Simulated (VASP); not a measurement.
# TlNiF4 (P4/mmm) in VASP: single point with PBE+U

Aim: the single point of TlNiF4 with PBE+U.

All numbers are computed with VASP 6.6.1; they aren't measurements. Logs are shortened: lines on timing, memory, paths and dates and some standing lists are left out, and cuts for length are marked.

## (1) The cell of the first run

The structure is tetragonal, space group P4/mmm (No. 123). The conventional cell has a = 3.590 Å, b = 3.590 Å, c = 6.310 Å, α = 90.00°, β = 90.00°, γ = 90.00°. Tl (site symmetry 4/mmm) has 16 F at 2.91 to 3.63 Å and 4 Tl at 3.59 Å within 3.8 Å. Ni (site symmetry 4/mmm) has 6 F at 1.73 to 1.80 Å within 2.3 Å. Within 2.6 Å of F (site symmetry mmm) lie 2 Ni at 1.80 Å and 8 F at 2.49 to 2.54 Å. Within 2.3 Å of F (site symmetry 4mm) lie 1 Ni at 1.73 Å.

## (2) Single point, PBE+U

The input, INCAR:

```
SYSTEM = TlNiF4
  PREC = Accurate
  ENCUT = 700
  EDIFF = 1E-6
  ISMEAR = -1
  SIGMA = 0.1
  LREAL = .False.
  LASPH = .True.
  NELM = 200
  ALGO = Normal
  ISIF = 2
  LWAVE = .False.
  LCHARG = .False.
  LMAXMIX = 4
  LDAU = .True.
  LDAUTYPE = 2
  LDAUL = -1 2 -1
  LDAUU = 0 5 0
  LDAUJ = 0 0 0
  LDAUPRINT = 1
  GGA = PE
  NBANDS = 38
  GGA_COMPAT = .False.
```

The input, KPOINTS:

```
Automatic mesh
0
Gamma
  5 5 3
  0 0 0
```

The input, POSCAR:

```
TlNiF4
1.0
    3.5903086600      0.0000000000      0.0000000000
    0.0000000000      3.5903086600      0.0000000000
    0.0000000000      0.0000000000      6.3101947800
Tl Ni F
1 1 4
Direct
    0.5000000000      0.5000000000      0.5000000000
    0.0000000000      0.0000000000      0.0000000000
    0.5000000000      0.0000000000      0.0000000000
    0.0000000000      0.5000000000      0.0000000000
    0.0000000000      0.0000000000      0.2737000000
    0.0000000000      0.0000000000      0.7263000000
```

Potentials or basis: VASP PAW PBE potentials, release 64 (Tl_d, Ni_sv_GW, F).

Started as:

```bash
> cat potpaw_PBE.64/Tl_d/POTCAR potpaw_PBE.64/Ni_sv_GW/POTCAR potpaw_PBE.64/F/POTCAR > POTCAR
> mpirun -np 1 vasp_std > vasp.out
```

OUTCAR:

```text
SYSTEM = TlNiF4
   PREC = Accurate
   ENCUT = 700
   EDIFF = 1E-6
   ISMEAR = -1
   LREAL = .False.
   LASPH = .True.
   NELM = 200
   ISIF = 2
   GGA = PE

 ion  position               nearest neighbor table
   1  0.500  0.500  0.500-   5 2.91   6 2.91   5 2.91   6 2.91   5 2.91   6 2.91   5 2.91   6 2.91

   2  0.000  0.000  0.000-   5 1.73   6 1.73   3 1.80   4 1.80   4 1.80   3 1.80
   3  0.500  0.000  0.000-   2 1.80   2 1.80
   4  0.000  0.500  0.000-   2 1.80   2 1.80
   5  0.000  0.000  0.274-   2 1.73   1 2.91   1 2.91   1 2.91   1 2.91
   6  0.000  0.000  0.726-   2 1.73   1 2.91   1 2.91   1 2.91   1 2.91

  LATTYP: Found a simple tetragonal cell.
 ALAT       =     3.5903086600
 C/A-ratio  =     1.7575633121

  Lattice vectors:

 A1 = (   3.5903086600,   0.0000000000,   0.0000000000)
 A2 = (   0.0000000000,   3.5903086600,   0.0000000000)
 A3 = (   0.0000000000,   0.0000000000,   6.3101947800)

Analysis of symmetry for initial positions (statically):
=====================================================================
 Subroutine PRICEL returns:
 Original cell was already a primitive cell.

 Routine SETGRP: Setting up the symmetry group for a
 simple tetragonal supercell.

 Subroutine GETGRP returns: Found 16 space group operations
 (whereof 16 operations were pure point group operations)
 out of a pool of 16 trial point group operations.

The static configuration has the point symmetry D_4h.

Analysis of symmetry for dynamics (positions and initial velocities):
=====================================================================
 Subroutine PRICEL returns:
 Original cell was already a primitive cell.

 Routine SETGRP: Setting up the symmetry group for a
 simple tetragonal supercell.

 Subroutine GETGRP returns: Found 16 space group operations
 (whereof 16 operations were pure point group operations)
 out of a pool of 16 trial point group operations.

The dynamic configuration has the point symmetry D_4h.

 Subroutine INISYM returns: Found 16 space group operations
 (whereof 16 operations are pure point group operations),
 and found     1 'primitive' translations

----------------------------------------------------------------------------------------

                                     Primitive cell

  volume of cell :      81.3404

  direct lattice vectors                    reciprocal lattice vectors
     3.590308660  0.000000000  0.000000000     0.278527585  0.000000000  0.000000000
     0.000000000  3.590308660  0.000000000     0.000000000  0.278527585  0.000000000
     0.000000000  0.000000000  6.310194780     0.000000000  0.000000000  0.158473714

  length of vectors
     3.590308660  3.590308660  6.310194780     0.278527585  0.278527585  0.158473714

  position of ions in fractional coordinates (direct lattice)
     0.500000000  0.500000000  0.500000000
     0.000000000  0.000000000  0.000000000
     0.500000000  0.000000000  0.000000000
     0.000000000  0.500000000  0.000000000
     0.000000000  0.000000000  0.273700000
     0.000000000  0.000000000  0.726300000

  ion indices of the primitive-cell ions
   primitive index   ion index
                 1           1
                 2           2
                 3           3
                 4           4
                 5           5
                 6           6
[... 42 lines left out ...]
   number of dos      NEDOS =    301   number of ions     NIONS =      6
   total plane-waves  NPLWV =  55296
   dimension x,y,z NGX =    32 NGY =   32 NGZ =   54
   dimension x,y,z NGXF=    64 NGYF=   64 NGZF=  108
   ions per type =               1   1   4
   NGX,Y,Z   is equivalent  to a cutoff of  14.82, 14.82, 14.23 a.u.
   NGXF,Y,Z  is equivalent  to a cutoff of  29.63, 29.63, 28.45 a.u.
 SYSTEM =  TlNiF4
   PREC   = accura    normal or accurate (medium, high low for compatibility)
   ISTART =      0    job   : 0-new  1-cont  2-samecut
   ICHARG =      2    charge: 1-file 2-atom 10-const
   ISPIN  =      1    spin polarized calculation?
   LNONCOLLINEAR =      F non collinear calculations
   LSORBIT =      F    spin-orbit coupling
   LASPH  =      T    aspherical Exc in radial PAW
   ENCUT  =  700.0 eV  51.45 Ry    7.17 a.u.   7.75  7.75 13.61*2*pi/ulx,y,z
   NELM   =    200;   NELMIN=  2; NELMDL= -5     # of ELM steps
   EDIFF  = 0.1E-05   stopping-criterion for ELM
   LREAL  =      F    real-space projection
   EDIFFG = 0.1E-04   stopping-criterion for IOM
   NSW    =      0    number of steps for IOM
   IBRION =     -1    ionic relax: 0-MD 1-quasi-New 2-CG
   NFREE  =      0    steps in history (QN), initial steepest desc. (CG)
   ISIF   =      2    stress and relaxation
   ISYM   =      2    0-nonsym 1-usesym 2-fastsym
   POTIM  = 0.5000    time-step for ionic-motion
   TEBEG  =    0.0;   TEEND  =   0.0 temperature during run
   PSTRESS=    0.0 pullay stress
   NELECT =      59.0000    total number of electrons
   NUPDOWN=      -1.0000    fix difference up-down
   EMIN   =  10.00;   EMAX   =-10.00  energy-range for DOS
   EFERMI =   0.00;   METHOD = LEGACY
   ISMEAR =    -1;   SIGMA  =   0.10  broadening in eV -4-tet -1-fermi 0-gaus
   EFERMI_NEDOS =   21; number of points for ismear=-14 and -15
   IALGO  =     38    algorithm
   IMIX   =      4    mixing-type and parameters
     AMIX     =   0.40;   BMIX     =  1.00
     AMIX_MAG =   1.60;   BMIX_MAG =  1.00
  volume/ion in A,a.u.               =      13.56        91.49
  Fermi-wavevector in a.u.,A,eV,Ry     =   1.470923  2.779642 29.437778  2.163616
  Thomas-Fermi vector in A             =   2.586121
   LORBIT       =      0    0 simple, 1 ext, 2 COOP (PROOUT), +10 PAW based schemes
 LDA+U is selected, type is set to LDAUTYPE =  2
   angular momentum for each species LDAUL =    -1    2   -1
   U (eV)           for each species LDAUU =   0.0  5.0  0.0
   J (eV)           for each species LDAUJ =   0.0  0.0  0.0
   GGA     = PE    functional components
   LHFCALC =     F    Hartree Fock is set to
   AEXX    =    0.0000 exact exchange contribution
   IVDW    =     0    specifies the selected vdW correction
   LEPSILON=     F    determine dielectric tensor
   LRPA    =     F    only Hartree local field effects (RPA)
 non-spin polarized calculation
  energy-cutoff  :      700.00
  volume of cell :       81.34
 maximum number of plane-waves:      3433
 NGX is ok and might be reduce to    32
   NGX = 15   NGY = 15   NGZ = 27

atom =   2  type =  2  l = 2

 onsite density matrix

spin component  1

  0.9514 -0.0000  0.0000  0.0000  0.0000
 -0.0000  0.9549  0.0000  0.0000 -0.0000
  0.0000  0.0000  0.3673 -0.0000 -0.0000
  0.0000  0.0000 -0.0000  0.9549 -0.0000
  0.0000 -0.0000 -0.0000 -0.0000  0.6317

spin component  2

  0.9514 -0.0000  0.0000  0.0000  0.0000
 -0.0000  0.9549  0.0000  0.0000 -0.0000
  0.0000  0.0000  0.3673 -0.0000 -0.0000
  0.0000  0.0000 -0.0000  0.9549 -0.0000
  0.0000 -0.0000 -0.0000 -0.0000  0.6317

 occupancies and eigenvectors

  o =  0.3673  v =  0.0000 -0.0000  1.0000  0.0000 -0.0000  0.0000  0.0000  0.0000  0.0000  0.0000      0.0000  0.0000  0.0000  0.0000  0.0000  0.0000  0.0000  0.0000  0.0000  0.0000
  o =  0.3673  v =  0.0000  0.0000  0.0000  0.0000  0.0000  0.0000 -0.0000  1.0000  0.0000 -0.0000      0.0000  0.0000  0.0000  0.0000  0.0000  0.0000  0.0000  0.0000  0.0000  0.0000
  o =  0.6317  v =  0.0000  0.0000 -0.0000 -0.0000 -1.0000  0.0000  0.0000  0.0000  0.0000  0.0000      0.0000  0.0000  0.0000  0.0000  0.0000  0.0000  0.0000  0.0000  0.0000  0.0000
  o =  0.6317  v =  0.0000  0.0000  0.0000  0.0000  0.0000  0.0000  0.0000 -0.0000 -0.0000 -1.0000      0.0000  0.0000  0.0000  0.0000  0.0000  0.0000  0.0000  0.0000  0.0000  0.0000
  o =  0.9514  v =  1.0000  0.0000  0.0000  0.0000  0.0000  0.0000  0.0000  0.0000  0.0000  0.0000      0.0000  0.0000  0.0000  0.0000  0.0000  0.0000  0.0000  0.0000  0.0000  0.0000
  o =  0.9514  v =  0.0000  0.0000  0.0000  0.0000  0.0000  1.0000  0.0000  0.0000  0.0000  0.0000      0.0000  0.0000  0.0000  0.0000  0.0000  0.0000  0.0000  0.0000  0.0000  0.0000
  o =  0.9549  v =  0.0000  0.3709 -0.0000  0.9287  0.0000  0.0000  0.0000  0.0000  0.0000  0.0000      0.0000  0.0000  0.0000  0.0000  0.0000  0.0000  0.0000  0.0000  0.0000  0.0000
  o =  0.9549  v =  0.0000  0.0000  0.0000  0.0000  0.0000  0.0000  0.3709 -0.0000  0.9287  0.0000      0.0000  0.0000  0.0000  0.0000  0.0000  0.0000  0.0000  0.0000  0.0000  0.0000
  o =  0.9549  v =  0.0000  0.0000  0.0000  0.0000  0.0000  0.0000 -0.9287 -0.0000  0.3709 -0.0000      0.0000  0.0000  0.0000  0.0000  0.0000  0.0000  0.0000  0.0000  0.0000  0.0000
  o =  0.9549  v =  0.0000 -0.9287 -0.0000  0.3709 -0.0000  0.0000  0.0000  0.0000  0.0000  0.0000      0.0000  0.0000  0.0000  0.0000  0.0000  0.0000  0.0000  0.0000  0.0000  0.0000

 number of electron      58.9999992 magnetization

 Free energy of the ion-electron system (eV)
  ---------------------------------------------------
  ext. energy  EPLUGINS =         0.00000000
  ---------------------------------------------------
  free energy    TOTEN  =       -22.31654162 eV

  energy without entropy =      -22.29340590  energy(sigma->0) =      -22.30497376

 E-fermi :   2.8017     XC(G=0): -10.1041

 val. band max:        2.6502289816   @ k =   0.2000   0.2000   0.3333
 cond. band min:       3.1264954923   @ k =   0.4000   0.2000   0.0000
 fundamental gap:      0.4762665107
 Fermi energy:         2.8016504357

 k-point     1 :       0.0000    0.0000    0.0000
  band No.  band energies     occupation
      1    -101.4550      2.00000
      2     -62.4242      2.00000
      3     -61.5608      2.00000
      4     -61.5608      2.00000
      5     -21.3951      2.00000
      6     -20.3107      2.00000
[... 481 lines left out ...]
     37      14.8955      0.00000
     38      15.2718      0.00000

------------------------ aborting loop because EDIFF is reached ----------------------------------------

  FORCE on cell =-STRESS in cart. coord.  units (eV):
  Direction    XX          YY          ZZ          XY          YZ          ZX
  --------------------------------------------------------------------------------------
  -------------------------------------------------------------------------------------
  Total        8.2849959      8.2849959      7.7520502      0.0000000     -0.0000000      0.0000000
  in kB      163.1911268    163.1911268    152.6935942      0.0000000     -0.0000000      0.0000000
  external PRESSURE =     159.6919493 kB  Pullay stress =       0.0000000 kB

 VOLUME and BASIS-vectors are now :
 -----------------------------------------------------------------------------
  energy-cutoff  :      700.00
  volume of cell :       81.34
      direct lattice vectors                 reciprocal lattice vectors
     3.590308660  0.000000000  0.000000000     0.278527585  0.000000000  0.000000000
     0.000000000  3.590308660  0.000000000     0.000000000  0.278527585  0.000000000
     0.000000000  0.000000000  6.310194780     0.000000000  0.000000000  0.158473714

 POSITION                                       TOTAL-FORCE (eV/Angst)
 -----------------------------------------------------------------------------------
      1.79515      1.79515      3.15510         0.000000     -0.000000      0.000000
      0.00000      0.00000      0.00000         0.000000     -0.000000      0.000000
      1.79515      0.00000      0.00000         0.000000     -0.000000      0.000000
      0.00000      1.79515      0.00000         0.000000     -0.000000      0.000000
      0.00000      0.00000      1.72710         0.000000     -0.000000      2.252720
      0.00000      0.00000      4.58309        -0.000000      0.000000     -2.252720
 -----------------------------------------------------------------------------------
    total drift:                                0.000000      0.000000     -0.000000

  FREE ENERGIE OF THE ION-ELECTRON SYSTEM (eV)
  ---------------------------------------------------
  free  energy   TOTEN  =       -22.3165416226 eV

  energy  without entropy=      -22.2934058952  energy(sigma->0) =      -22.30497376
```

Wall time 31 s (1 thread of Intel Xeon 6975P-C (Granite Rapids), shared host); peak memory 0.26 GiB.

What came out:

```
Free energy            : -22.3165 eV
Pressure               : 16.0 GPa
Largest force          : 2.253 eV/Å
Band gap on the k mesh : zero (an odd number of electrons rules out a gap without spin polarisation)
```

Forces in eV/Å, atoms in the order of the input:
```
Tl   0.000  0.000  0.000
Ni   0.000  0.000  0.000
F    0.000  0.000  0.000
F    0.000  0.000  0.000
F    0.000  0.000  2.253
F    0.000  0.000 -2.253
```

Eigenvalues of the final occupation matrices:
| site | spin | trace | eigenvalues |
| --- | --- | --- | --- |
| site 2 d | 1 | 3.86 | 0.37 0.63 0.95 0.95 0.95 |
| site 2 d | 2 | 3.86 | 0.37 0.63 0.95 0.95 0.95 |

Caveat: the cell stands under pressure; spin-orbit coupling is left out, which moves the levels of the heavy elements; an odd number of electrons without spin polarisation forces a metal; a magnetic or distorted state may lie lower; the run has no spin polarisation, though such a crystal can be magnetic; U without spin polarisation on a metal has little footing.

The gap in the log of VASP goes by the Fermi energy; the results here count the filled bands.